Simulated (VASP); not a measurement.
Wanted: the native input for a VASP 6.6.1 run.

```
Task                   : single point
Functional             : r2SCAN
Potentials or basis    : VASP PAW PBE potentials, release 64 (Zn, O)
Cutoff                 : 520 eV
k mesh                 : 10 × 10 × 10
Occupations            : gaussian, width 0.01 eV
Spin                   : no spin polarisation
Dipole correction      : no
Further INCAR settings : ALGO = Normal; EDIFF = 1e-06; NBANDS = 16
```

The system is ZnO.

```
Zn O
1.0
     0.00000    2.18968    2.18968
     2.18968    0.00000    2.18968
     2.18968    2.18968    0.00000
Zn O
1 1
Direct
  0.00000 0.00000 0.00000
  0.50000 0.50000 0.50000
```

This cell differs from its parent crystal: strain +2.6%.

These files were run (other wordings do the same):

POSCAR

```
ZnO
1.0
    0.0000000000      2.1896751807      2.1896751807
    2.1896751807      0.0000000000      2.1896751807
    2.1896751807      2.1896751807      0.0000000000
Zn O
1 1
Direct
    0.0000000000      0.0000000000      0.0000000000
    0.5000000000      0.5000000000      0.5000000000
```

INCAR.step1

```
PREC = Accurate
ENCUT = 520
ISMEAR = 0
SIGMA = 0.01
LREAL = False
LASPH = True
NELM = 100
NBANDS = 16
GGA = PE
ALGO = Normal
EDIFF = 1E-4
LWAVE = True
LCHARG = False
```

INCAR.step2

```
PREC = Accurate
ENCUT = 520
EDIFF = 1E-6
ISMEAR = 0
SIGMA = 0.01
LREAL = False
LASPH = True
NELM = 100
ALGO = Normal
ISIF = 2
LWAVE = False
LCHARG = True
METAGGA = R2SCAN
LMIXTAU = True
LELF = True
LVHAR = True
NBANDS = 16
ISTART = 1
```

KPOINTS

```
regular mesh
0
Gamma
  10 10 10
```

Potentials or basis: VASP PAW PBE potentials, release 64 (Zn, O).

The run is started by

```sh
$ cat potpaw_PBE.64/Zn/POTCAR potpaw_PBE.64/O/POTCAR > POTCAR
$ cp INCAR.step1 INCAR
$ mpirun -np 1 vasp_std > vasp.out
$ cp INCAR.step2 INCAR
$ mpirun -np 1 vasp_std > vasp.out
```

It gave:

The pressure is -11.5 GPa. The band gap on the k mesh is 1.18 eV, indirect (least direct gap 2.33 eV).

Caveat: the cell differs from its parent crystal (strain +2.6%); the PAW data sets were made with another functional, which shifts forces and pressure a little.

Run time: 36 s on 1 thread of AMD EPYC 9R45 96-Core Processor (Zen 5) (shared host), peak memory 0.12 GiB.
